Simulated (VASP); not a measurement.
Crystal: Mg2Zn.

```
Mg Zn
1.0
     3.08820    0.00000    0.00000
    -1.54410    2.67446    0.00000
     0.00000    0.00000   14.52655
Mg Zn
4 2
Cartesian
  0.0000 1.7830 5.9294
  0.0000 1.7830 1.3339
  1.5441 0.8915 13.1927
  1.5441 0.8915 8.5971
  1.5441 0.8915 3.6316
  0.0000 1.7830 10.8949
```

| Quantity | Value |
| --- | --- |
| Program | VASP 6.6.1 |
| Task | relaxation of cell and atoms |
| Functional | LDA |
| Potentials or basis | VASP PAW LDA potentials, release 64 (Mg, Zn) |
| Cutoff | 600 eV |
| k mesh | 7 × 7 × 2 |
| Occupations | methfessel-paxton, width 0.1 eV |
| Spin | no spin polarisation |

At the start: pressure -3.7 GPa; volume 20.00 Å³/atom.

**Question.** Where does the relaxation end?

**Answer.** Over 8 steps the energy falls by 21.6 meV/atom and the volume is 18.41 Å³/atom (-7.9 %); space group P6_3/mmc (No. 194, to 0.05 Å).

Step by step:
```
step  energy change (eV)  largest force (eV/Å)  pressure (GPa)  volume (Å³)
   1              0.0000                0.1057           -3.70       119.98
   2             -0.1224                0.0449           -0.83       112.12
   3             -0.1280                0.0303           -0.02       110.31
   4             -0.1280                0.0288            0.07       110.12
   5             -0.1285                0.0286            0.07       110.18
   6             -0.1290                0.0255            0.03       110.38
   7             -0.1291                0.0262            0.03       110.34
   8             -0.1293                0.0164            0.00       110.47
```

Final structure:
```
CELL_PARAMETERS angstrom
3.02298 0.00000 0.00000
-1.51149 2.61798 0.00000
0.00000 0.00000 13.95919
ATOMIC_POSITIONS crystal
Mg 0.33333 0.66667 0.40715
Mg 0.33333 0.66667 0.09285
Mg 0.66667 0.33333 0.90715
Mg 0.66667 0.33333 0.59285
Zn 0.66667 0.33333 0.25000
Zn 0.33333 0.66667 0.75000
```
